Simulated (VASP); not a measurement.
A run of VASP 6.6.1:

Contents of INCAR:

```
SYSTEM = CuO2
PREC = Accurate ; ENCUT = 520
EDIFF = 1E-6 ; ISMEAR = -1
SIGMA = 0.06122561905347299 ; LREAL = .False.
LASPH = .True. ; NELM = 60
ALGO = Normal ; ISIF = 2
LWAVE = .False. ; LCHARG = .True.
GGA = PE ; LELF = .True.
LVHAR = .True. ; NBANDS = 18
```

File KPOINTS:

```
regular mesh
0
Gamma
  13 13 13
  0 0 0
```

POSCAR

```
CuO2
1.0
    0.0000000000      2.4005937145      2.4005937145
    2.4005937145      0.0000000000      2.4005937145
    2.4005937145      2.4005937145      0.0000000000
Cu O
1 2
Direct
    0.0000000000      0.0000000000      0.0000000000
    0.2500000000      0.2500000000      0.2500000000
    0.7500000000      0.7500000000      0.7500000000
```

Potentials or basis: VASP PAW PBE potentials, release 64 (Cu, O).

Command:

```console
$ cat potpaw_PBE.64/Cu/POTCAR potpaw_PBE.64/O/POTCAR > POTCAR
$ mpirun -np 1 vasp_std > vasp.out
```

Hardware: 1 thread of AMD EPYC 7R13 Processor (Zen 3), with other jobs on the host.

How long does it take, and how much memory?

Run time: 57 s on 1 thread of AMD EPYC 7R13 Processor (Zen 3), on a shared host, peak memory 0.15 GiB. Counts: scf iterations 21, k points 84.
